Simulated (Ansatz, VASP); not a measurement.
One calculation of TaC3, two programs

```xyz
4
Lattice="3.8718 0.0000 0.0000 -1.9359 3.3531 0.0000 0.0000 0.0000 4.1833" Properties=species:S:1:pos:R:3 pbc="T T T"
Ta    0.0000    0.0000    0.0000
C     0.0000    2.2354    0.0000
C     1.9359    1.1177    0.0000
C     0.0000    0.0000    2.0916
```

Alike in both runs: task relaxation of cell and atoms; functional PBE; k mesh 12 × 12 × 12; occupations gaussian, width 0.1 eV; no spin polarisation.

```csv
,VASP,Ansatz
version,VASP 6.6.1,Ansatz 0.2.0
potentials or method,"VASP PAW PBE potentials, release 64 (Ta_pv, C), cutoff 600 eV","scalar-relativistic, plane waves, PAW"
valence electrons in the cell,23,25
```

|  | VASP | Ansatz | Ansatz less VASP |
| --- | --- | --- | --- |
| gap on the k mesh at the Fermi level, each at its own relaxed structure (eV) | none | none | - |
| relaxed volume (Å³/atom) | 13.70 | 13.68 | -0.026 |
| relaxed cell length with the largest relative difference (Å) | 4.203 | 4.200 | -0.0030 |

A gap of «none» marks a metal or a gap that the smearing closes. VASP's potentials hold 23 valence electrons a cell and Ansatz's 25, so a difference there can come from the potentials and not from the codes.

Spin-orbit coupling is off throughout.
